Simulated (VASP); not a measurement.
# AlNi: single point with PBEsol

AlNi:

```
Al Ni
1.0
     2.00128   -2.01624    0.00000
     2.00128    2.01624    0.00000
     0.00000    0.00000    3.19948
Al Ni
1 1
Cartesian
  0.0000 0.0000 0.0000
  2.0013 0.0000 1.5997
```

```json
{
  "Program": "VASP 6.6.1",
  "Task": "single point",
  "Functional": "PBEsol",
  "Potentials or basis": "VASP PAW PBE potentials, release 64 (Al, Ni)",
  "Cutoff": "520 eV",
  "k mesh": "10 × 10 × 9",
  "Occupations": "gaussian, width 0.1 eV",
  "Spin": "collinear spin, ferromagnetic start",
  "Starting moments": "[0.0, 1.0] μB",
  "Dipole correction": "no",
  "Further INCAR settings": "ALGO = Normal; EDIFF = 1e-06; NBANDS = 18"
}
```

```
Pressure                                              : -12.8 GPa
Net moment                                            : 0.00 μB per cell
Valence electrons inside the program's atomic spheres : Al 0.76; Ni 9.35
```

Stress tensor (GPa, compression positive):
```
-10.29   0.00   0.00
  0.00 -11.54   0.00
  0.00   0.00 -16.57
```

Levels at points of the mesh, in eV from the Fermi level:
Spin up:
| k point | band 3 | band 4 | band 5 | band 6 | band 7 | band 8 | band 9 | band 10 | band 11 | band 12 |
| --- | --- | --- | --- | --- | --- | --- | --- | --- | --- | --- |
| (0.00, 0.00, 0.00) | -2.83 | -1.44 | -1.42 | -1.16 | 2.76 | 6.56 | 6.61 | 6.83 | 8.38 | 13.06 |
| (0.50, 0.00, 0.00) | -2.42 | -2.41 | -1.80 | -1.33 | -0.32 | 7.48 | 7.79 | 8.62 | 11.11 | 11.70 |
| (0.50, 0.50, 0.00) | -2.19 | -2.12 | -2.12 | -2.08 | -0.73 | 2.03 | 2.80 | 9.95 | 12.79 | 12.91 |
Spin down:
| k point | band 3 | band 4 | band 5 | band 6 | band 7 | band 8 | band 9 | band 10 | band 11 | band 12 |
| --- | --- | --- | --- | --- | --- | --- | --- | --- | --- | --- |
| (0.00, 0.00, 0.00) | -2.83 | -1.44 | -1.42 | -1.16 | 2.76 | 6.56 | 6.61 | 6.83 | 8.38 | 13.06 |
| (0.50, 0.00, 0.00) | -2.42 | -2.41 | -1.80 | -1.33 | -0.32 | 7.48 | 7.79 | 8.62 | 11.11 | 11.70 |
| (0.50, 0.50, 0.00) | -2.19 | -2.12 | -2.12 | -2.08 | -0.73 | 2.03 | 2.80 | 9.95 | 12.79 | 12.91 |

Run time: 2.3 min on 1 thread of Intel Xeon 8259CL, on a shared host, peak memory 0.23 GiB.

Caveat: the cell stands under tension; the PAW data sets were made with another functional, which shifts forces and pressure a little.
